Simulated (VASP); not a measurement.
Wanted: the native input for a VASP 6.6.1 run.

```yaml
Task: single point
Functional: PBE
Potentials_or_basis: VASP PAW PBE potentials, release 64 (Na_pv)
Cutoff: 520 eV
k_mesh: 13 × 13 × 13
Occupations: fermi-dirac, width 0.05 eV
Spin: no spin polarisation
Dipole_correction: no
Further_INCAR_settings: ALGO = Normal; EDIFF = 1e-06; NBANDS = 10
```

The structure of Na lies in POSCAR:

```
Na
1.0
   -2.0985628867      2.0985628867      2.0985628867
    2.0985628867     -2.0985628867      2.0985628867
    2.0985628867      2.0985628867     -2.0985628867
Na
1
Direct
    0.0000000000      0.0000000000      0.0000000000
```

The input as run:

INCAR

```
PREC = Accurate
ENCUT = 520
EDIFF = 1E-6
ISMEAR = -1
SIGMA = 0.05
LREAL = False
LASPH = True
NELM = 80
ALGO = Normal
ISIF = 2
LWAVE = False
LCHARG = True
GGA = PE
LELF = True
LVHAR = True
NBANDS = 10
```

KPOINTS

```
Automatic mesh
0
Gamma
  13 13 13
```

Potentials or basis: VASP PAW PBE potentials, release 64 (Na_pv).

Run with:

```bash
$ cat potpaw_PBE.64/Na_pv/POTCAR > POTCAR
$ mpirun -np 1 vasp_std > vasp.out
```

It gave:

The pressure is 0.0 GPa. The band gap on the k mesh is zero (an odd number of electrons rules out a gap without spin polarisation).

It took 18 s on 1 thread of Intel Xeon 8259CL, with other jobs on the host, peak memory 0.16 GiB.
